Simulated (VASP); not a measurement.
# Al2O3 (R-3c) in VASP: notebook

Runs on Al2O3. Level: PBE. Tasks: single point.

Program: VASP 6.6.1. These are calculated values, not measurements. Logs are shortened: lines on timing, memory, paths and dates and some standing lists are left out, and cuts for length are marked.

## (1) The cell of the first run

The structure is trigonal, space group R-3c (No. 167). The conventional cell has a = 4.808 Å, b = 4.808 Å, c = 13.121 Å, α = 90.00°, β = 90.00°, γ = 120.00°. Within 2.4 Å of Al (site symmetry 3) lie 6 O at 1.83 to 2.06 Å. O (site symmetry 2) has 4 Al at 1.83 to 2.06 Å within 2.4 Å.

## (2) Single point, PBE (c/a of the conventional cell at fixed volume 2.7290)

The input, INCAR:

```
  ALGO = Normal
  EDIFF = 1E-6
  ENCUT = 520
  GGA = PE
  ISIF = 2
  ISMEAR = 0
  LASPH = True
  LCHARG = False
  LREAL = False
  LWAVE = False
  NBANDS = 35
  NELM = 80
  PREC = Accurate
  SIGMA = 0.05
```

The input, KPOINTS:

```
k-points
0
Gamma
  6 6 6
```

The input, POSCAR:

```
Al2O3
1.0
    2.4040892951      1.3880016017      4.3737619113
   -2.4040892951      1.3880016017      4.3737619113
    0.0000000000     -2.7760032034      4.3737619113
Al O
4 6
Direct
    0.8597505612      0.8597505612      0.8597505612
    0.6402494388      0.6402494388      0.6402494388
    0.1402494388      0.1402494388      0.1402494388
    0.3597505612      0.3597505612      0.3597505612
    0.0561574040      0.4438425960      0.7500000000
    0.7500000000      0.0561574040      0.4438425960
    0.4438425960      0.7500000000      0.0561574040
    0.9438425960      0.5561574040      0.2500000000
    0.2500000000      0.9438425960      0.5561574040
    0.5561574040      0.2500000000      0.9438425960
```

Potentials or basis: VASP PAW PBE potentials, release 64 (Al, O).

Command:

```bash
cat potpaw_PBE.64/Al/POTCAR potpaw_PBE.64/O/POTCAR > POTCAR
mpirun -np 1 vasp_std > vasp.out
```

OUTCAR:

```text
EDIFF = 1E-6
   ENCUT = 520
   GGA = PE
   ISIF = 2
   ISMEAR = 0
   LASPH = True
   LREAL = False
   NELM = 80
   PREC = Accurate

 ion  position               nearest neighbor table
   1  0.860  0.860  0.860-  10 1.83   8 1.83   9 1.83   5 2.06   7 2.06   6 2.06   3 2.86   3 2.86
                             3 2.86   2 2.88   2 3.15   2 3.15   2 3.15
   2  0.640  0.640  0.640-   9 1.83   8 1.83  10 1.83   5 2.06   7 2.06   6 2.06   4 2.86   4 2.86
                             4 2.86   1 2.88   1 3.15   1 3.15   1 3.15
   3  0.140  0.140  0.140-   7 1.83   5 1.83   6 1.83   8 2.06   9 2.06  10 2.06   1 2.86   1 2.86
                             1 2.86   4 2.88   4 3.15   4 3.15   4 3.15
   4  0.360  0.360  0.360-   6 1.83   5 1.83   7 1.83   8 2.06   9 2.06  10 2.06   2 2.86   2 2.86
                             2 2.86   3 2.88   3 3.15   3 3.15   3 3.15
   5  0.056  0.444  0.750-   3 1.83   4 1.83   1 2.06   2 2.06
   6  0.750  0.056  0.444-   4 1.83   3 1.83   1 2.06   2 2.06
   7  0.444  0.750  0.056-   3 1.83   4 1.83   1 2.06   2 2.06
   8  0.944  0.556  0.250-   1 1.83   2 1.83   3 2.06   4 2.06
   9  0.250  0.944  0.556-   2 1.83   1 1.83   3 2.06   4 2.06
  10  0.556  0.250  0.944-   1 1.83   2 1.83   3 2.06   4 2.06

  LATTYP: Found a trigonal (rhomboedric) cell.
 ALAT       =     5.1803462280
 COS(alpha) =     0.5692615792

  Lattice vectors:

 A1 = (   2.4040892951,   1.3880016017,   4.3737619113)
 A2 = (  -2.4040892951,   1.3880016017,   4.3737619113)
 A3 = (   0.0000000000,  -2.7760032034,   4.3737619113)

Analysis of symmetry for initial positions (statically):
=====================================================================
 Subroutine PRICEL returns:
 Original cell was already a primitive cell.

 Routine SETGRP: Setting up the symmetry group for a
 trigonal (rhombohedral) supercell.

 Subroutine GETGRP returns: Found 12 space group operations
 (whereof  6 operations were pure point group operations)
 out of a pool of 12 trial point group operations.

The static configuration has the point symmetry S_6 .
 The point group associated with its full space group is D_3d.

Analysis of symmetry for dynamics (positions and initial velocities):
=====================================================================
 Subroutine PRICEL returns:
 Original cell was already a primitive cell.

 Routine SETGRP: Setting up the symmetry group for a
 trigonal (rhombohedral) supercell.

 Subroutine GETGRP returns: Found 12 space group operations
 (whereof  6 operations were pure point group operations)
 out of a pool of 12 trial point group operations.

The dynamic configuration has the point symmetry S_6 .
 The point group associated with its full space group is D_3d.

 Subroutine INISYM returns: Found 12 space group operations
 (whereof  6 operations are pure point group operations),
 and found     1 'primitive' translations

----------------------------------------------------------------------------------------

                                     Primitive cell

  volume of cell :      87.5683

  direct lattice vectors                    reciprocal lattice vectors
     2.404089295  1.388001602  4.373761911     0.207978964  0.120076711  0.076212044
    -2.404089295  1.388001602  4.373761911    -0.207978964  0.120076711  0.076212044
     0.000000000 -2.776003203  4.373761911     0.000000000 -0.240153421  0.076212044

  length of vectors
     5.180346228  5.180346228  5.180346228     0.251956229  0.251956229  0.251956229

  position of ions in fractional coordinates (direct lattice)
     0.859750561  0.859750561  0.859750561
     0.640249439  0.640249439  0.640249439
     0.140249439  0.140249439  0.140249439
     0.359750561  0.359750561  0.359750561
     0.056157404  0.443842596  0.750000000
     0.750000000  0.056157404  0.443842596
     0.443842596  0.750000000  0.056157404
     0.943842596  0.556157404  0.250000000
     0.250000000  0.943842596  0.556157404
     0.556157404  0.250000000  0.943842596

  ion indices of the primitive-cell ions
   primitive index   ion index
                 1           1
                 2           2
                 3           3
                 4           4
                 5           5
                 6           6
                 7           7
                 8           8
                 9           9
                10          10

----------------------------------------------------------------------------------------

 KPOINTS: k-points

Automatic generation of k-mesh.
 Grid dimensions read from file:
 generate k-points for:    6    6    6

 Generating k-lattice:

  Cartesian coordinates                     Fractional coordinates (reciprocal lattice)
     0.034663161  0.020012785  0.012702007     0.166666667 -0.000000000 -0.000000000
    -0.034663161  0.020012785  0.012702007    -0.000000000  0.166666667 -0.000000000
     0.000000000 -0.040025570  0.012702007    -0.000000000 -0.000000000  0.166666667

  Length of vectors
     0.041992705  0.041992705  0.041992705

  Shift w.r.t. Gamma in fractional coordinates (k-lattice)
     0.000000000  0.000000000  0.000000000

 Subroutine IBZKPT returns following result:
 ===========================================

 Found     32 irreducible k-points:

 Following reciprocal coordinates:
            Coordinates               Weight
  0.000000  0.000000  0.000000      1.000000
  0.166667  0.000000  0.000000      6.000000
  0.333333  0.000000  0.000000      6.000000
  0.500000  0.000000  0.000000      3.000000
  0.166667  0.166667  0.000000      6.000000
  0.333333  0.166667  0.000000     12.000000
[... 16 lines left out ...]
  0.500000  0.500000  0.166667      6.000000
 -0.333333  0.500000  0.166667     12.000000
 [... further k-points ...]
   k-points           NKPTS =     32   k-points in BZ     NKDIM =     32   number of bands    NBANDS=     35
   number of dos      NEDOS =    301   number of ions     NIONS =     10
   total plane-waves  NPLWV =  64000
   dimension x,y,z NGX =    40 NGY =   40 NGZ =   40
   dimension x,y,z NGXF=    80 NGYF=   80 NGZF=   80
   ions per type =               4   6
   NGX,Y,Z   is equivalent  to a cutoff of  12.84, 12.84, 12.84 a.u.
   NGXF,Y,Z  is equivalent  to a cutoff of  25.67, 25.67, 25.67 a.u.
 SYSTEM =  unknown system
   PREC   = accura    normal or accurate (medium, high low for compatibility)
   ISTART =      0    job   : 0-new  1-cont  2-samecut
   ICHARG =      2    charge: 1-file 2-atom 10-const
   ISPIN  =      1    spin polarized calculation?
   LNONCOLLINEAR =      F non collinear calculations
   LSORBIT =      F    spin-orbit coupling
   LASPH  =      T    aspherical Exc in radial PAW
   ENCUT  =  520.0 eV  38.22 Ry    6.18 a.u.   9.63  9.63  9.63*2*pi/ulx,y,z
   NELM   =     80;   NELMIN=  2; NELMDL= -5     # of ELM steps
   EDIFF  = 0.1E-05   stopping-criterion for ELM
   LREAL  =      F    real-space projection
   EDIFFG = 0.1E-04   stopping-criterion for IOM
   NSW    =      0    number of steps for IOM
   IBRION =     -1    ionic relax: 0-MD 1-quasi-New 2-CG
   NFREE  =      0    steps in history (QN), initial steepest desc. (CG)
   ISIF   =      2    stress and relaxation
   ISYM   =      2    0-nonsym 1-usesym 2-fastsym
   POTIM  = 0.5000    time-step for ionic-motion
   TEBEG  =    0.0;   TEEND  =   0.0 temperature during run
   PSTRESS=    0.0 pullay stress
   NELECT =      48.0000    total number of electrons
   NUPDOWN=      -1.0000    fix difference up-down
   EMIN   =  10.00;   EMAX   =-10.00  energy-range for DOS
   EFERMI =   0.00;   METHOD = LEGACY
   ISMEAR =     0;   SIGMA  =   0.05  broadening in eV -4-tet -1-fermi 0-gaus
   EFERMI_NEDOS =   21; number of points for ismear=-14 and -15
   IALGO  =     38    algorithm
   IMIX   =      4    mixing-type and parameters
     AMIX     =   0.40;   BMIX     =  1.00
     AMIX_MAG =   1.60;   BMIX_MAG =  1.00
  volume/ion in A,a.u.               =       8.76        59.09
  Fermi-wavevector in a.u.,A,eV,Ry     =   1.339799  2.531853 24.423286  1.795061
  Thomas-Fermi vector in A             =   2.468162
   LORBIT       =      0    0 simple, 1 ext, 2 COOP (PROOUT), +10 PAW based schemes
   GGA     = PE    functional components
   LHFCALC =     F    Hartree Fock is set to
   AEXX    =    0.0000 exact exchange contribution
   IVDW    =     0    specifies the selected vdW correction
   LEPSILON=     F    determine dielectric tensor
   LRPA    =     F    only Hartree local field effects (RPA)
 non-spin polarized calculation
 Gauss-broadening in eV      SIGMA  =   0.05
  energy-cutoff  :      520.00
  volume of cell :       87.57
 maximum number of plane-waves:      2370
 NGX is ok and might be reduce to    40
   NGX = 19   NGY = 19   NGZ = 19

 number of electron      48.0000008 magnetization

 Free energy of the ion-electron system (eV)
  ---------------------------------------------------
  ext. energy  EPLUGINS =         0.00000000
  ---------------------------------------------------
  free energy    TOTEN  =       -74.52368121 eV

  energy without entropy =      -74.52368121  energy(sigma->0) =      -74.52368121

 E-fermi :   6.1454     XC(G=0): -11.5560

 val. band max:        5.9305810842   @ k =   0.0000   0.0000   0.0000
 cond. band min:      11.5513934314   @ k =   0.0000   0.0000   0.0000
 fundamental gap:      5.6208123472
 Fermi energy:         6.1454044049

 k-point     1 :       0.0000    0.0000    0.0000
  band No.  band energies     occupation
      1     -13.1199      2.00000
      2     -10.9011      2.00000
      3     -10.6645      2.00000
      4     -10.6645      2.00000
      5     -10.3915      2.00000
      6     -10.3915      2.00000
[... 27 lines left out ...]
     34      18.7614      0.00000
     35      19.9611      0.00000

 k-point     2 :       0.1667    0.0000    0.0000
  band No.  band energies     occupation
      1     -12.9818      2.00000
      2     -10.9547      2.00000
      3     -10.7569      2.00000
      4     -10.6959      2.00000
      5     -10.4538      2.00000
      6     -10.3952      2.00000
[... 27 lines left out ...]
     34      18.4222      0.00000
     35      19.6698      0.00000
[... 796 lines left out ...]
     34      18.7879      0.00000
     35      19.2029      0.00000

 k-point    24 :      -0.3333    0.5000    0.1667
  band No.  band energies     occupation
      1     -11.8380      2.00000
      2     -11.4888      2.00000
      3     -11.3485      2.00000
      4     -11.1267      2.00000
      5     -10.5501      2.00000
      6     -10.3643      2.00000
[... 27 lines left out ...]
     34      18.8631      0.00000
     35      19.0832      0.00000

 [... further k-points ...]
[... 5 lines left out ...]
  --------------------------------------------------------------------------------------
  -------------------------------------------------------------------------------------
  Total        2.0582727      2.0582727     -1.2544904      0.0000000     -0.0000000      0.0000000
  in kB       37.6588064     37.6588064    -22.9525517      0.0000000     -0.0000000      0.0000000
  external PRESSURE =      17.4550203 kB  Pullay stress =       0.0000000 kB

 VOLUME and BASIS-vectors are now :
 -----------------------------------------------------------------------------
  energy-cutoff  :      520.00
  volume of cell :       87.57
      direct lattice vectors                 reciprocal lattice vectors
     2.404089295  1.388001602  4.373761911     0.207978964  0.120076711  0.076212044
    -2.404089295  1.388001602  4.373761911    -0.207978964  0.120076711  0.076212044
     0.000000000 -2.776003203  4.373761911     0.000000000 -0.240153421  0.076212044

 POSITION                                       TOTAL-FORCE (eV/Angst)
 -----------------------------------------------------------------------------------
      0.00000      0.00000     11.28103        -0.000000      0.000000     -1.386632
      0.00000      0.00000      8.40090        -0.000000     -0.000000      1.386632
      0.00000      0.00000      1.84025        -0.000000     -0.000000      1.386632
      0.00000      0.00000      4.72039        -0.000000      0.000000     -1.386632
     -0.93203     -1.38800      5.46720        -0.154401     -0.000000     -0.000000
      1.66806     -0.11316      5.46720         0.077201     -0.133715     -0.000000
     -0.73603      1.50116      5.46720         0.077201      0.133715     -0.000000
      0.93203      1.38800      7.65408         0.154401     -0.000000     -0.000000
     -1.66806      0.11316      7.65408        -0.077201      0.133715     -0.000000
      0.73603     -1.50116      7.65408        -0.077201     -0.133715     -0.000000
 -----------------------------------------------------------------------------------
    total drift:                               -0.000000      0.000000     -0.000000

  FREE ENERGIE OF THE ION-ELECTRON SYSTEM (eV)
  ---------------------------------------------------
  free  energy   TOTEN  =       -74.5236812127 eV

  energy  without entropy=      -74.5236812127  energy(sigma->0) =      -74.52368121
```

Wall time 67 s (1 thread of AMD EPYC 9R45 (Zen 5), shared host); peak memory 0.22 GiB.

Results:

| Item | Value |
| --- | --- |
| Free energy | -74.5237 eV |
| Pressure | 1.7 GPa |
| Largest force | 1.387 eV/Å |
| Band gap on the k mesh | 5.62 eV, direct |

Forces on the atoms (eV/Å):
```
Al   0.000  0.000 -1.387
Al   0.000  0.000  1.387
Al   0.000  0.000  1.387
Al   0.000  0.000 -1.387
O   -0.154  0.000  0.000
O    0.077 -0.134  0.000
O    0.077  0.134  0.000
O    0.154  0.000  0.000
O   -0.077  0.134  0.000
O   -0.077 -0.134  0.000
```

Stress tensor (GPa, compression positive):
```
 3.77  0.00  0.00
 0.00  3.77  0.00
 0.00  0.00 -2.30
```

Caveat: forces of over 1 eV/Å act on the atoms, so gaps and moduli don't describe the material at rest.

[end of part 1 of 2]
